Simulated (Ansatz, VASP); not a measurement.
**Two plane-wave programs on WS2**

Contents of INCAR:

```
SYSTEM = WS2
PREC     = Accurate       ! precision mode
ENCUT    = 520            ! plane-wave cutoff, eV
EDIFF    = 1E-6           ! SCF threshold, eV
ISMEAR   = 0              ! smearing method
SIGMA    = 0.05           ! smearing width, eV
LREAL    = .False.        ! projectors in reciprocal space
LASPH    = .True.         ! aspherical terms in the spheres
NELM     = 80             ! most SCF steps
ALGO     = Normal         ! electronic algorithm
ISIF     = 2              ! what is computed and relaxed
LWAVE    = .False.        ! write WAVECAR
LCHARG   = .False.        ! write CHGCAR
GGA      = PS             ! functional
NBANDS   = 35             ! bands
```

The input KPOINTS:

```
Automatic mesh
0
Gamma
  10 6 10
  0 0 0
```

POSCAR

```
WS2
1.0
   -3.1476068045      0.0000000000      0.0000000000
    0.0000000000      5.4518149077      0.0000000000
    1.5738034023     -0.9086358179     -6.3704647422
W S
2 4
Direct
    0.4628830677      0.5003357568      0.0020145410
    0.0391314733      0.0003357568      0.0020145410
    0.8423862176      0.6260184843      0.7561109058
    0.4137246882      0.1260184843      0.7561109058
    0.0880242449      0.7079957589      0.2479745532
    0.6599503083      0.2079957589      0.2479745532
```

Input for Ansatz:

```yaml
crystal:
  lattice:
    - [-3.1476068045, 0.0, 0.0]
    - [0.0, 5.4518149077, 0.0]
    - [1.5738034023, -0.9086358179, -6.3704647422]
  atoms:
    - { symbol: W, position: [0.4628830677, 0.5003357568, 0.002014541] }
    - { symbol: W, position: [0.0391314733, 0.0003357568, 0.002014541] }
    - { symbol: S, position: [0.8423862176, 0.6260184843, 0.7561109058] }
    - { symbol: S, position: [0.4137246882, 0.1260184843, 0.7561109058] }
    - { symbol: S, position: [0.0880242449, 0.7079957589, 0.2479745532] }
    - { symbol: S, position: [0.6599503083, 0.2079957589, 0.2479745532] }
basis:
  ecutwfc: 420
kpoints:
  mp_grid: { grid: [10, 6, 10] }
hamiltonian:
  xc: pbesol
scf:
  occupations: { method: gaussian, width: 0.05 }
output:
  forces: true
  stress: true
  eigenvalues: true
```

Change from the starting cell: mode 4 (129.6 1/cm) frozen in, largest displacement -0.120 Å.

Alike in both runs: task single point; functional PBEsol; k mesh 10 × 6 × 10; occupations gaussian, width 0.05 eV; no spin polarisation.

```csv
,VASP,Ansatz
version,VASP 6.6.1,Ansatz 0.2.0
potentials or method,"VASP PAW PBE potentials, release 64 (W_sv, S), cutoff 520 eV","scalar-relativistic, plane waves, PAW"
valence electrons in the cell,52,52
```

VASP gave:

```
gap on the k mesh at the Fermi level (eV)                     : 1.03
least direct gap on the mesh (eV)                             : 1.63
pressure (GPa)                                                : 0.2
traceless stress, the component that is largest in VASP (GPa) : 0.80
rms of the force components (eV/Å)                            : 0.464
```

Q: Estimate Ansatz's values.

A: gap on the k mesh at the Fermi level (eV): 1.02; least direct gap on the mesh (eV): 1.63; pressure (GPa): 0.0; traceless stress, the component that is largest in VASP (GPa): 0.81; rms of the force components (eV/Å): 0.465.

VASP's potentials were made for PBE, not for PBEsol. Atom by atom the forces differ by 0.010 eV/Å (rms over components).

Neither program's run includes spin-orbit coupling.
